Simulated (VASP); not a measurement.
Write the native input for VASP 6.6.1 that does the following.

```yaml
Task: single point
Functional: PBEsol
Potentials_or_basis: VASP PAW PBE potentials, release 64 (Ba_sv)
Cutoff: 520 eV
k_mesh: 11 × 11 × 11
Occupations: methfessel-paxton, width 0.025 eV
Spin: no spin polarisation
Dipole_correction: no
Further_INCAR_settings: ALGO = Normal; EDIFF = 1e-06; NBANDS = 11
```

The structure of Ba lies in POSCAR:

```
Ba
1.0
   -2.2638975219      2.2638975219      2.2638975219
    2.2638975219     -2.2638975219      2.2638975219
    2.2638975219      2.2638975219     -2.2638975219
Ba
1
Direct
    0.0000000000      0.0000000000      0.0000000000
```

One way to write it, as run:

INCAR

```
PREC = Accurate
ENCUT = 520
EDIFF = 1E-6
ISMEAR = 1
SIGMA = 0.025
LREAL = False
LASPH = True
NELM = 80
ALGO = Normal
ISIF = 2
LWAVE = False
LCHARG = True
GGA = PS
LELF = True
LVHAR = True
NBANDS = 11
```

KPOINTS

```
regular mesh
0
Gamma
  11 11 11
```

Potentials or basis: VASP PAW PBE potentials, release 64 (Ba_sv).

The run is started by

```bash
$ cat potpaw_PBE.64/Ba_sv/POTCAR > POTCAR
$ mpirun -np 1 vasp_std > vasp.out
```

Results of the run:

| Quantity | Value |
| --- | --- |
| Pressure | 3.1 GPa |
| Band gap on the k mesh | zero (band 5 reaches 3.24 eV, above the bottom of band 6 at 1.70 eV) |

Caveat: the PAW data sets were made with another functional, which shifts forces and pressure a little; spin-orbit coupling is left out, which moves the levels of the heavy elements.

It took 12 s on 1 thread of Intel(R) Xeon(R) 6975P-C (Granite Rapids), with other jobs on the host, peak memory 0.18 GiB.
